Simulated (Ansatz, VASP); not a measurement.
Two plane-wave programs on Sn

```
Sn
1.0
     3.12287    0.00000    0.00000
    -1.56143    4.09320    0.00000
     0.00000    0.00000   27.27959
Sn
7
Direct
  0.50000 0.00000 0.27664
  0.50000 0.50000 0.34813
  0.00000 0.00000 0.42577
  0.00000 0.50000 0.50008
  0.50000 0.00000 0.57428
  0.50000 0.50000 0.65186
  0.00000 0.00000 0.72325
```

Alike in both runs: functional LDA; k mesh 12 × 9 × 1; occupations gaussian, width 0.1 eV; no spin polarisation.

Ansatz relaxed the structure, and its values are those at the end. VASP's run is a single point on that final structure, the one shown.

|  | VASP | Ansatz |
| --- | --- | --- |
| version | VASP 6.6.1 | Ansatz 0.2.0 |
| potentials or method | VASP PAW LDA potentials, release 64 (Sn_d), cutoff 520 eV | scalar-relativistic, plane waves, PAW |
| valence electrons in the cell | 98 | 98 |

|  | VASP | Ansatz | Ansatz less VASP |
| --- | --- | --- | --- |
| gap on the k mesh at the Fermi level (eV) | none | none | - |
| rms of the force components (eV/Å) | 0.006 | 0.005 | -0.0002 |
| work function, face that differs most (eV) | 4.46 | 4.45 | -0.009 |

LDA's correlation is that of Perdew and Zunger in VASP and of Perdew and Wang (1992) in Ansatz. A gap of «none» marks a metal or a gap that the smearing closes.
